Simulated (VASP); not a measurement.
Set up this calculation in VASP 6.6.1, as the native input.

```yaml
Task: single point
Functional: LDA
Potentials_or_basis: VASP PAW LDA potentials, release 64 (O, H, C)
Cutoff: 520 eV
k_mesh: 1 × 1 × 1
Occupations: fermi-dirac, width 0.05 eV
Spin: no spin polarisation
Dipole_correction: no
Further_INCAR_settings: ALGO = Normal; EDIFF = 1e-06; NBANDS = 39
```

The structure of H10CO6 lies in POSCAR:

```
H10CO6
1.0
    5.6774110000      0.0000000000      0.0000000000
    0.0000000000      5.6774110000      0.0000000000
    0.0000000000      0.0000000000      5.6774110000
O H C
6 10 1
Direct
    1.0292367419      0.3866375008      0.3648141732
    0.3689357702      0.2010951823      0.1443263488
    0.4952961834      0.3881875031      0.7195885589
    0.1322609901      0.6644225687      0.7352471047
    0.7700869287      0.7104822955      0.3120260274
    1.0660316824      0.8613433130      0.1201251768
    1.0860408028      0.4527239617      0.5172075793
    1.1813483294      0.3250601374      0.2646981168
    0.4258807404      0.2538657145     -0.0208898035
    0.2912242922      0.0427483584      0.1333530372
    0.6044656623      0.3725113436      0.5947429207
    0.4069988944      0.5359485160      0.6996322796
    0.0595341785      0.6920231775      0.8996001875
    0.0364602809      0.7510465598      0.6264827401
    0.8929422231      0.5380445418      0.3181203545
    0.7792108058      1.0483123381      0.1846264081
    0.8705904857      0.8778649282      0.2078940559
```

The input as run:

INCAR

```
  ALGO = Normal
  EDIFF = 1E-6
  ENCUT = 520
  GGA = CA
  GGA_COMPAT = F
  ISIF = 2
  ISMEAR = -1
  LASPH = T
  LCHARG = F
  LREAL = F
  LWAVE = F
  NBANDS = 39
  NELM = 120
  PREC = Accurate
  SIGMA = 0.05
```

KPOINTS

```
k-points
0
Gamma
  1 1 1
```

Potentials or basis: VASP PAW LDA potentials, release 64 (O, H, C).

The run is started by

```console
$ cat potpaw_LDA.64/O/POTCAR potpaw_LDA.64/H/POTCAR potpaw_LDA.64/C/POTCAR > POTCAR
$ mpirun -np 1 vasp_gam > vasp.out
```

It gave:

| Property | Result |
| --- | --- |
| Pressure | 1.3 GPa |
| Largest force | 2.230 eV/Å |

Caveat: the k points lie up to 1.11 Å⁻¹ apart.

Run time: 7.2 s on 1 thread of AMD EPYC 7R43 64-Core Processor (Zen 3) (shared host), peak memory 0.16 GiB.
